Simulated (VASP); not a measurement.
Input of a VASP 6.6.1 run:

INCAR

```
SYSTEM = Si
PREC = Accurate
ENCUT = 500
EDIFF = 1E-6
ISMEAR = -1
SIGMA = 0.02
LREAL = .FALSE.
LASPH = .TRUE.
NELM = 120
ALGO = Normal
ISIF = 2
LWAVE = .FALSE.
LCHARG = .FALSE.
GGA = PE
NBANDS = 11
GGA_COMPAT = .FALSE.
```

Contents of KPOINTS:

```
Automatic mesh
0
G
  10 10 10
  0 0 0
```

POSCAR

```
Si
1.0
    0.0000000000      2.7354715901      2.7354715901
    2.7354715901      0.0000000000      2.7354715901
    2.7354715901      2.7354715901      0.0000000000
Si
2
Direct
   -0.1250000000     -0.1250000000     -0.1250000000
    0.1250000000      0.1250000000      0.1250000000
```

Potentials or basis: VASP PAW PBE potentials, release 64 (Si).

Launch:

```sh
$ cat potpaw_PBE.64/Si/POTCAR > POTCAR
$ mpirun -np 1 vasp_std > vasp.out
```

Problem. What does it give for the band gap on the k mesh?

Solution. 0.62 eV (least direct gap 2.56 eV).

Problem. Predict the pressure.

Solution. -0.1 GPa.

A k mesh can miss the band edges.
